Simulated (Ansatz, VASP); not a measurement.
## Ba2Pb3: VASP beside Ansatz

The input INCAR:

```
PREC = Accurate
ENCUT = 520
EDIFF = 1E-6
ISMEAR = -1
SIGMA = 0.1
LREAL = F
LASPH = T
NELM = 100
ALGO = Normal
ISIF = 2
LWAVE = F
LCHARG = F
GGA = PE
NBANDS = 39
```

File KPOINTS:

```
Automatic mesh
0
Gamma
  4 4 4
```

File POSCAR:

```
Ba2Pb3
1.0
   -2.3891770000      3.9611370000      4.9493140000
    4.7783540000      0.0000000000      0.0000000000
    2.3891770000      3.9611370000     -4.9493140000
Pb Ba
3 2
Direct
    0.0000000000      0.0000000000      0.0000000000
    0.7032000000      0.5000000000      0.7032000000
    0.2968000000      0.5000000000      0.2968000000
    0.7245000000      0.2245000000      0.2755000000
    0.2755000000      0.7755000000      0.7245000000
```

Input for Ansatz:

```yaml
crystal:
  lattice:
    - [-2.389177, 3.961137, 4.949314]
    - [4.778354, 0.0, 0.0]
    - [2.389177, 3.961137, -4.949314]
  atoms:
    - { symbol: Pb, position: [0.0, 0.0, 0.0] }
    - { symbol: Pb, position: [0.7032, 0.5, 0.7032] }
    - { symbol: Pb, position: [0.2968, 0.5, 0.2968] }
    - { symbol: Ba, position: [0.7245, 0.2245, 0.2755] }
    - { symbol: Ba, position: [0.2755, 0.7755, 0.7245] }
  symmetry: { tolerance: 0.0003 }
kpoints:
  mp_grid: { grid: [4, 4, 4], shift: [0, 0, 0] }
magnetization:
  spin_polarized: false
scf:
  occupations: { method: fermi_dirac }
hamiltonian:
  pseudopotentials: { kind: paw }
  xc: pbe
basis:
  ecutwfc: 420
output:
  forces: true
  stress: true
  eigenvalues: true
```

Alike in both runs: task single point; functional PBE; k mesh 4 × 4 × 4; no spin polarisation.

|  | VASP | Ansatz |
| --- | --- | --- |
| version | VASP 6.6.1 | Ansatz 0.2.0 |
| potentials or method | VASP PAW PBE potentials, release 64 (Pb_d, Ba_sv), cutoff 520 eV | PAW plane waves |
| occupations | fermi-dirac, width 0.1 eV | fermi-dirac |
| valence electrons in the cell | 62 | 62 |

|  | VASP | Ansatz | Ansatz less VASP |
| --- | --- | --- | --- |
| gap on the k mesh at the Fermi level (eV) | none | none | - |
| pressure (GPa) | 2.3 | 2.2 | -0.18 |
| traceless stress, the component that is largest in VASP (GPa) | 3.27 | 3.19 | -0.083 |
| rms of the force components (eV/Å) | 0.069 | 0.067 | -0.0020 |

Atom by atom the forces differ by 0.002 eV/Å (rms over components). A gap of «none» marks a metal or a gap that the smearing closes.

The k mesh is coarse, so the values compare programs but aren't converged. Spin-orbit coupling is off throughout.
